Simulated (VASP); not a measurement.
Set up this calculation in VASP 6.6.1, as the native input.

```yaml
Task: single point
Functional: revPBE
Potentials_or_basis: VASP PAW PBE potentials, release 64 (Hf_pv)
Cutoff: 500 eV
k_mesh: 6 × 6 × 3
Occupations: fermi-dirac, width 0.1 eV
Spin: no spin polarisation
Dipole_correction: no
Further_INCAR_settings: ALGO = Normal; EDIFF = 1e-06; NBANDS = 17
```

The structure of Hf lies in POSCAR:

```
Hf
1.0
    3.2252761513      0.0000000000      0.0000000000
   -1.6126380756      2.7931710812      0.0000000000
    0.0000000000      0.0000000000      5.1056711910
Hf
2
Direct
    0.3333333333      0.6666666667      0.2500000000
    0.6666666667      0.3333333333      0.7500000000
```

One way to write it, as run:

INCAR

```
  ALGO = Normal
  EDIFF = 1E-6
  ENCUT = 500
  GGA = RE
  GGA_COMPAT = F
  ISIF = 2
  ISMEAR = -1
  LASPH = T
  LCHARG = F
  LREAL = F
  LWAVE = F
  NBANDS = 17
  NELM = 120
  PREC = Accurate
  SIGMA = 0.1
```

KPOINTS

```
k-points
0
Gamma
  6 6 3
```

Potentials or basis: VASP PAW PBE potentials, release 64 (Hf_pv).

Command:

```bash
$ cat potpaw_PBE.64/Hf_pv/POTCAR > POTCAR
$ mpirun -np 1 vasp_std > vasp.out
```

It gave:

The pressure is 0.0 GPa. The band gap on the k mesh is zero (band 10 reaches 5.99 eV, above the bottom of band 11 at 4.70 eV).

Caveat: the k points lie up to 0.41 Å⁻¹ apart; the PAW data sets were made with another functional, which shifts forces and pressure a little; spin-orbit coupling is left out, which moves the levels of the heavy elements.

Wall time 9 s on 1 thread of Intel(R) Xeon(R) Platinum 8259CL CPU @ 2.50GHz (Skylake/Cascade Lake), with other jobs on the host, peak memory 0.15 GiB.
